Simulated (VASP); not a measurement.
# Y2Os (Fm-3m) in VASP: notebook

Y2Os is run at these levels: PBE; tasks: single point, relaxation of cell and atoms.

Everything below comes from runs of VASP 6.6.1. Logs are shortened: lines on timing, memory, paths and dates and some standing lists are left out, and cuts for length are marked.

**1. The cell of the first run**

The structure is cubic, space group Fm-3m (No. 225). Conventional cell: a = 6.779 Å, b = 6.779 Å, c = 6.779 Å, α = 90.00°, β = 90.00°, γ = 90.00°. Y (site symmetry -43m) has 4 Os at 2.94 Å and 6 Y at 3.39 Å within 3.9 Å. Os (site symmetry m-3m) has 8 Y at 2.94 Å within 3.9 Å.

**2. Single point, PBE**

File INCAR:

```
ALGO = Normal
EDIFF = 1E-7
ENCUT = 520
GGA = PE
ISIF = 2
ISMEAR = 0
LASPH = T
LCHARG = T
LELF = T
LREAL = F
LVHAR = T
LWAVE = F
NBANDS = 22
NELM = 100
PREC = Accurate
SIGMA = 0.1
```

File KPOINTS:

```
k-points
0
Gamma
  12 12 12
```

File POSCAR:

```
Y2Os
1.0
    0.0000000000      3.3896953352      3.3896953352
    3.3896953352      0.0000000000      3.3896953352
    3.3896953352      3.3896953352      0.0000000000
Y Os
2 1
Direct
    0.2500000000      0.2500000000      0.2500000000
    0.7500000000      0.7500000000      0.7500000000
    0.0000000000      0.0000000000      0.0000000000
```

Potentials or basis: VASP PAW PBE potentials, release 64 (Y_sv, Os).

Launch:

```bash
$ cat potpaw_PBE.64/Y_sv/POTCAR potpaw_PBE.64/Os/POTCAR > POTCAR
$ mpirun -np 1 vasp_std > vasp.out
```

OUTCAR:

```text
EDIFF = 1E-7
   ENCUT = 520
   GGA = PE
   ISIF = 2
   ISMEAR = 0
   LASPH = T
   LREAL = F
   NELM = 100
   PREC = Accurate

 ion  position               nearest neighbor table
   1  0.250  0.250  0.250-   3 2.94   3 2.94   3 2.94   3 2.94   2 3.39   2 3.39   2 3.39   2 3.39
                             2 3.39   2 3.39
   2  0.750  0.750  0.750-   3 2.94   3 2.94   3 2.94   3 2.94   1 3.39   1 3.39   1 3.39   1 3.39
                             1 3.39   1 3.39
   3  0.000  0.000  0.000-   2 2.94   2 2.94   2 2.94   1 2.94   2 2.94   1 2.94   1 2.94   1 2.94

  LATTYP: Found a face centered cubic cell.
 ALAT       =     6.7793906704

  Lattice vectors:

 A1 = (   0.0000000000,   3.3896953352,   3.3896953352)
 A2 = (   3.3896953352,   0.0000000000,   3.3896953352)
 A3 = (   3.3896953352,   3.3896953352,   0.0000000000)

Analysis of symmetry for initial positions (statically):
=====================================================================
 Subroutine PRICEL returns:
 Original cell was already a primitive cell.

 Routine SETGRP: Setting up the symmetry group for a
 face centered cubic supercell.

 Subroutine GETGRP returns: Found 48 space group operations
 (whereof 48 operations were pure point group operations)
 out of a pool of 48 trial point group operations.

The static configuration has the point symmetry O_h .

Analysis of symmetry for dynamics (positions and initial velocities):
=====================================================================
 Subroutine PRICEL returns:
 Original cell was already a primitive cell.

 Routine SETGRP: Setting up the symmetry group for a
 face centered cubic supercell.

 Subroutine GETGRP returns: Found 48 space group operations
 (whereof 48 operations were pure point group operations)
 out of a pool of 48 trial point group operations.

The dynamic configuration has the point symmetry O_h .

 Subroutine INISYM returns: Found 48 space group operations
 (whereof 48 operations are pure point group operations),
 and found     1 'primitive' translations

----------------------------------------------------------------------------------------

                                     Primitive cell

  volume of cell :      77.8954

  direct lattice vectors                    reciprocal lattice vectors
     0.000000000  3.389695335  3.389695335    -0.147505882  0.147505882  0.147505882
     3.389695335  0.000000000  3.389695335     0.147505882 -0.147505882  0.147505882
     3.389695335  3.389695335  0.000000000     0.147505882  0.147505882 -0.147505882

  length of vectors
     4.793753115  4.793753115  4.793753115     0.255487682  0.255487682  0.255487682

  position of ions in fractional coordinates (direct lattice)
     0.250000000  0.250000000  0.250000000
     0.750000000  0.750000000  0.750000000
     0.000000000  0.000000000  0.000000000

  ion indices of the primitive-cell ions
   primitive index   ion index
                 1           1
                 2           2
                 3           3

----------------------------------------------------------------------------------------

 KPOINTS: k-points

Automatic generation of k-mesh.
 Grid dimensions read from file:
 generate k-points for:   12   12   12

 Generating k-lattice:

  Cartesian coordinates                     Fractional coordinates (reciprocal lattice)
    -0.012292157  0.012292157  0.012292157     0.083333333  0.000000000  0.000000000
     0.012292157 -0.012292157  0.012292157     0.000000000  0.083333333  0.000000000
     0.012292157  0.012292157 -0.012292157     0.000000000  0.000000000  0.083333333

  Length of vectors
     0.021290640  0.021290640  0.021290640

  Shift w.r.t. Gamma in fractional coordinates (k-lattice)
     0.000000000  0.000000000  0.000000000

 Subroutine IBZKPT returns following result:
 ===========================================

 Found     72 irreducible k-points:

 Following reciprocal coordinates:
            Coordinates               Weight
  0.000000  0.000000  0.000000      1.000000
  0.083333  0.000000  0.000000      8.000000
  0.166667  0.000000  0.000000      8.000000
  0.250000  0.000000  0.000000      8.000000
  0.333333  0.000000  0.000000      8.000000
  0.416667  0.000000  0.000000      8.000000
[... 16 lines left out ...]
  0.500000  0.166667  0.000000     24.000000
 -0.416667  0.166667  0.000000     24.000000
 [... further k-points ...]
   k-points           NKPTS =     72   k-points in BZ     NKDIM =     72   number of bands    NBANDS=     22
   number of dos      NEDOS =    301   number of ions     NIONS =      3
   total plane-waves  NPLWV =  46656
   dimension x,y,z NGX =    36 NGY =   36 NGZ =   36
   dimension x,y,z NGXF=    72 NGYF=   72 NGZF=   72
   ions per type =               2   1
   NGX,Y,Z   is equivalent  to a cutoff of  12.48, 12.48, 12.48 a.u.
   NGXF,Y,Z  is equivalent  to a cutoff of  24.97, 24.97, 24.97 a.u.
 SYSTEM =  unknown system
   PREC   = accura    normal or accurate (medium, high low for compatibility)
   ISTART =      0    job   : 0-new  1-cont  2-samecut
   ICHARG =      2    charge: 1-file 2-atom 10-const
   ISPIN  =      1    spin polarized calculation?
   LNONCOLLINEAR =      F non collinear calculations
   LSORBIT =      F    spin-orbit coupling
   LASPH  =      T    aspherical Exc in radial PAW
   ENCUT  =  520.0 eV  38.22 Ry    6.18 a.u.   8.91  8.91  8.91*2*pi/ulx,y,z
   NELM   =    100;   NELMIN=  2; NELMDL= -5     # of ELM steps
   EDIFF  = 0.1E-06   stopping-criterion for ELM
   LREAL  =      F    real-space projection
   EDIFFG = 0.1E-05   stopping-criterion for IOM
   NSW    =      0    number of steps for IOM
   IBRION =     -1    ionic relax: 0-MD 1-quasi-New 2-CG
   NFREE  =      0    steps in history (QN), initial steepest desc. (CG)
   ISIF   =      2    stress and relaxation
   ISYM   =      2    0-nonsym 1-usesym 2-fastsym
   POTIM  = 0.5000    time-step for ionic-motion
   TEBEG  =    0.0;   TEEND  =   0.0 temperature during run
   PSTRESS=    0.0 pullay stress
   NELECT =      30.0000    total number of electrons
   NUPDOWN=      -1.0000    fix difference up-down
   EMIN   =  10.00;   EMAX   =-10.00  energy-range for DOS
   EFERMI =   0.00;   METHOD = LEGACY
   ISMEAR =     0;   SIGMA  =   0.10  broadening in eV -4-tet -1-fermi 0-gaus
   EFERMI_NEDOS =   21; number of points for ismear=-14 and -15
   IALGO  =     38    algorithm
   IMIX   =      4    mixing-type and parameters
     AMIX     =   0.40;   BMIX     =  1.00
     AMIX_MAG =   1.60;   BMIX_MAG =  1.00
  volume/ion in A,a.u.               =      25.97       175.22
  Fermi-wavevector in a.u.,A,eV,Ry     =   1.191090  2.250834 19.302523  1.418695
  Thomas-Fermi vector in A             =   2.327160
   LORBIT       =      0    0 simple, 1 ext, 2 COOP (PROOUT), +10 PAW based schemes
   GGA     = PE    functional components
   LHFCALC =     F    Hartree Fock is set to
   AEXX    =    0.0000 exact exchange contribution
   IVDW    =     0    specifies the selected vdW correction
   LEPSILON=     F    determine dielectric tensor
   LRPA    =     F    only Hartree local field effects (RPA)
 non-spin polarized calculation
 Gauss-broadening in eV      SIGMA  =   0.10
  energy-cutoff  :      520.00
  volume of cell :       77.90
 maximum number of plane-waves:      2126
   NGX = 17   NGY = 17   NGZ = 17

 number of electron      30.0000001 magnetization

 Free energy of the ion-electron system (eV)
  ---------------------------------------------------
  ext. energy  EPLUGINS =         0.00000000
  ---------------------------------------------------
  free energy    TOTEN  =       -24.65711349 eV

  energy without entropy =      -24.65105145  energy(sigma->0) =      -24.65408247

 E-fermi :   3.5990     XC(G=0): -10.2631

 val. band max:        3.5956164935   @ k =  -0.1667   0.0833   0.0000
 cond. band min:       3.5992799652   @ k =  -0.3333   0.3333   0.1667
 fundamental gap:      0.0036634717
 Fermi energy:         3.5990202024

 k-point     1 :       0.0000    0.0000    0.0000
  band No.  band energies     occupation
      1     -38.5309      2.00000
      2     -38.3993      2.00000
      3     -18.7167      2.00000
      4     -18.7167      2.00000
      5     -18.7167      2.00000
      6     -18.3050      2.00000
[... 14 lines left out ...]
     21       9.2793      0.00000
     22       9.2793      0.00000

 k-point     2 :       0.0833    0.0000    0.0000
  band No.  band energies     occupation
      1     -38.5285      2.00000
      2     -38.4015      2.00000
      3     -18.7101      2.00000
      4     -18.7101      2.00000
      5     -18.7098      2.00000
      6     -18.3161      2.00000
[... 14 lines left out ...]
     21       8.9904      0.00000
     22       9.1044      0.00000

 k-point     3 :       0.1667    0.0000    0.0000
  band No.  band energies     occupation
      1     -38.5216      2.00000
      2     -38.4080      2.00000
      3     -18.6907      2.00000
      4     -18.6907      2.00000
      5     -18.6902      2.00000
      6     -18.3472      2.00000
[... 14 lines left out ...]
     21       8.6647      0.00000
     22       8.6647      0.00000

 k-point     4 :       0.2500    0.0000    0.0000
  band No.  band energies     occupation
      1     -38.5106      2.00000
      2     -38.4182      2.00000
      3     -18.6609      2.00000
      4     -18.6597      2.00000
      5     -18.6597      2.00000
      6     -18.3919      2.00000
[... 14 lines left out ...]
     21       8.1191      0.00000
     22       8.1191      0.00000

 k-point     5 :       0.3333    0.0000    0.0000
  band No.  band energies     occupation
      1     -38.4966      2.00000
      2     -38.4315      2.00000
      3     -18.6252      2.00000
      4     -18.6189      2.00000
      5     -18.6189      2.00000
      6     -18.4425      2.00000
[... 14 lines left out ...]
     21       7.6108      0.00000
     22       7.6108      0.00000

 k-point     6 :       0.4167    0.0000    0.0000
  band No.  band energies     occupation
      1     -38.4806      2.00000
      2     -38.4469      2.00000
      3     -18.5861      2.00000
      4     -18.5710      2.00000
      5     -18.5710      2.00000
      6     -18.4924      2.00000
[... 14 lines left out ...]
     21       7.2533      0.00000
     22       7.2533      0.00000

 k-point     7 :       0.5000    0.0000    0.0000
  band No.  band energies     occupation
      1     -38.4647      2.00000
      2     -38.4627      2.00000
      3     -18.5536      2.00000
      4     -18.5288      2.00000
      5     -18.5264      2.00000
      6     -18.5264      2.00000
[... 324 lines left out ...]
      6     -18.5164      2.00000
[... 14 lines left out ...]
     21       7.9120      0.00000
     22       7.9293      0.00000

 k-point    21 :       0.3333    0.1667    0.0000
  band No.  band energies     occupation
      1     -38.5014      2.00000
      2     -38.4266      2.00000
      3     -18.7126      2.00000
      4     -18.7089      2.00000
      5     -18.5819      2.00000
      6     -18.4781      2.00000
[... 14 lines left out ...]
     21       7.5728      0.00000
     22       7.5887      0.00000

 k-point    22 :       0.4167    0.1667    0.0000
  band No.  band energies     occupation
      1     -38.4885      2.00000
      2     -38.4388      2.00000
      3     -18.6902      2.00000
      4     -18.6799      2.00000
      5     -18.6399      2.00000
      6     -18.4211      2.00000
[... 14 lines left out ...]
     21       7.3040      0.00000
     22       7.4554      0.00000

 k-point    23 :       0.5000    0.1667    0.0000
  band No.  band energies     occupation
      1     -38.4742      2.00000
      2     -38.4528      2.00000
      3     -18.6894      2.00000
      4     -18.6562      2.00000
      5     -18.6395      2.00000
      6     -18.3982      2.00000
[... 14 lines left out ...]
     21       7.1536      0.00000
     22       7.4507      0.00000

 k-point    24 :      -0.4167    0.1667    0.0000
  band No.  band energies     occupation
      1     -38.4676      2.00000
      2     -38.4593      2.00000
      3     -18.7221      2.00000
      4     -18.6169      2.00000
      5     -18.5904      2.00000
      6     -18.4464      2.00000
[... 14 lines left out ...]
     21       7.0665      0.00000
     22       7.3840      0.00000

 [... further k-points ...]
[... 5 lines left out ...]
  --------------------------------------------------------------------------------------
  -------------------------------------------------------------------------------------
  Total       -0.0610592     -0.0610592     -0.0610592      0.0000000      0.0000000      0.0000000
  in kB       -1.2558844     -1.2558844     -1.2558844      0.0000000      0.0000000      0.0000000
  external PRESSURE =      -1.2558844 kB  Pullay stress =       0.0000000 kB

 VOLUME and BASIS-vectors are now :
 -----------------------------------------------------------------------------
  energy-cutoff  :      520.00
  volume of cell :       77.90
      direct lattice vectors                 reciprocal lattice vectors
     0.000000000  3.389695335  3.389695335    -0.147505882  0.147505882  0.147505882
     3.389695335  0.000000000  3.389695335     0.147505882 -0.147505882  0.147505882
     3.389695335  3.389695335  0.000000000     0.147505882  0.147505882 -0.147505882

 POSITION                                       TOTAL-FORCE (eV/Angst)
 -----------------------------------------------------------------------------------
      1.69485      1.69485      1.69485        -0.000000     -0.000000      0.000000
      5.08454      5.08454      5.08454         0.000000     -0.000000     -0.000000
      0.00000      0.00000      0.00000        -0.000000      0.000000     -0.000000
 -----------------------------------------------------------------------------------
    total drift:                                0.000000      0.000000      0.000000

  FREE ENERGIE OF THE ION-ELECTRON SYSTEM (eV)
  ---------------------------------------------------
  free  energy   TOTEN  =       -24.6571134903 eV

  energy  without entropy=      -24.6510514489  energy(sigma->0) =      -24.65408247
```

It took 2.7 min on 1 thread of Intel Xeon Platinum 8259CL at 2.50GHz (Skylake/Cascade Lake), shared host; peak memory 0.3 GiB.

Results:

```yaml
Free_energy: -24.6571 eV
Pressure: -0.1 GPa
Band_gap_on_the_k_mesh: zero (band 15 reaches 3.84 eV, above the bottom of band 16 at 3.25 eV)
```

Levels at points of the mesh, in eV from the Fermi level:
```csv
k point,band 12,band 13,band 14,band 15,band 16,band 17,band 18,band 19
"(0.00, 0.00, 0.00)",-1.02,-1.02,-1.02,-0.35,-0.35,-0.35,2.92,2.92
"(0.50, 0.00, 0.00)",-1.59,-1.53,-1.37,-1.37,0.97,0.97,2.67,2.80
"(0.50, 0.50, 0.00)",-1.79,-1.35,-1.35,-0.71,0.67,2.48,2.48,2.52
```

Caveat: spin-orbit coupling is left out, which moves the levels of the heavy elements.

**3. Relaxation of cell and atoms, PBE**

This run uses another cell than the first one, of 25.90 Å³/atom, 0.998 times its volume.

File INCAR:

```
  PREC = Accurate
  ENCUT = 600
  EDIFF = 1E-6
  ISMEAR = 0
  SIGMA = 0.1
  LREAL = F
  LASPH = T
  NELM = 100
  ALGO = Normal
  ISIF = 3
  LWAVE = F
  LCHARG = F
  GGA = PE
  IBRION = 2
  NSW = 100
  EDIFFG = -0.01
```

File KPOINTS:

```
Automatic mesh
0
Gamma
  12 12 12
```

File POSCAR:

```
Y2Os
1.0
    0.0000000000      3.3869912708      3.3869912708
    3.3869912708      0.0000000000      3.3869912708
    3.3869912708      3.3869912708      0.0000000000
Y Os
2 1
Direct
    0.2500000000      0.2500000000      0.2500000000
    0.7500000000      0.7500000000      0.7500000000
    0.0000000000      0.0000000000      0.0000000000
```

Potentials or basis: VASP PAW PBE potentials, release 64 (Y_sv, Os).

Launch:

```bash
$ cat potpaw_PBE.64/Y_sv/POTCAR potpaw_PBE.64/Os/POTCAR > POTCAR
$ mpirun -np 1 vasp_std > vasp.out
```

Wall time 6.2 min (1 thread of Intel Xeon Platinum 8259CL at 2.50GHz (Skylake/Cascade Lake), shared host); peak memory 0.36 GiB.

Results (log left out):

```yaml
Free_energy: -24.6574 eV
Relaxed_volume: 25.93 Å³/atom
Relaxed_cell: a = 4.792 Å, b = 4.792 Å, c = 4.792 Å, α = 60.00°, β = 60.00°, γ = 60.00°
Space_group_after_relaxing_to_0.05_Å: Fm-3m (No. 225)
Energy_gained_by_relaxing: 0.0 meV/atom
Ionic_steps: 3
Pressure_after_relaxing: 0.0 GPa
Band_gap_on_the_k_mesh: zero (band 15 reaches 3.85 eV, above the bottom of band 16 at 3.26 eV)
```

Final structure:
```cif
data_structure
_symmetry_space_group_name_H-M 'P 1'
_symmetry_Int_Tables_number 1
_cell_length_a 4.7916
_cell_length_b 4.7916
_cell_length_c 4.7916
_cell_angle_alpha 60.000
_cell_angle_beta 60.000
_cell_angle_gamma 60.000
_cell_volume 77.79
loop_
_atom_site_label
_atom_site_type_symbol
_atom_site_fract_x
_atom_site_fract_y
_atom_site_fract_z
_atom_site_occupancy
Y1 Y 0.25000 0.25000 0.25000 1
Y2 Y 0.75000 0.75000 0.75000 1
Os1 Os 0.00000 0.00000 0.00000 1
```

Levels at points of the mesh, in eV from the Fermi level:
```tsv
k point	band 13	band 14	band 15	band 16	band 17	band 18
(0.00, 0.00, 0.00)	-1.02	-1.02	-0.35	-0.35	-0.35	2.92
(0.50, 0.00, 0.00)	-1.53	-1.37	-1.37	0.97	0.97	2.67
(0.50, 0.50, 0.00)	-1.36	-1.36	-0.71	0.67	2.49	2.49
```

Caveat: spin-orbit coupling is left out, which moves the levels of the heavy elements.
